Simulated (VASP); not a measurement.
A run of VASP 6.6.1:

The input INCAR:

```
SYSTEM = Al
PREC = Accurate
ENCUT = 600
EDIFF = 1E-8
ISMEAR = -1
SIGMA = 0.05
LREAL = .FALSE.
LASPH = .TRUE.
NELM = 80
ALGO = Normal
ISIF = 3
LWAVE = .FALSE.
LCHARG = .FALSE.
GGA = PS
IBRION = 6
NFREE = 2
POTIM = 0.015
NSW = 1
```

File KPOINTS:

```
regular mesh
0
G
  24 24 24
  0 0 0
```

The input POSCAR:

```
Al
1.0
    0.0000000000      2.0072119613      2.0072119613
    2.0072119613      0.0000000000      2.0072119613
    2.0072119613      2.0072119613      0.0000000000
Al
1
Direct
    0.0000000000      0.0000000000      0.0000000000
```

Potentials or basis: VASP PAW PBE potentials, release 64 (Al).

Run with:

```console
$ cat potpaw_PBE.64/Al/POTCAR > POTCAR
$ mpirun -np 1 vasp_std > vasp.out
```

Hardware: 1 thread of Oxide Virtual Turin-like Processor, on a shared host.

Problem. Estimate the wall time of this run.

Solution. Wall time 29 min on 1 thread of Oxide Virtual Turin-like Processor, with other jobs on the host, peak memory 0.67 GiB. Counts: scf iterations 107, k points 413.
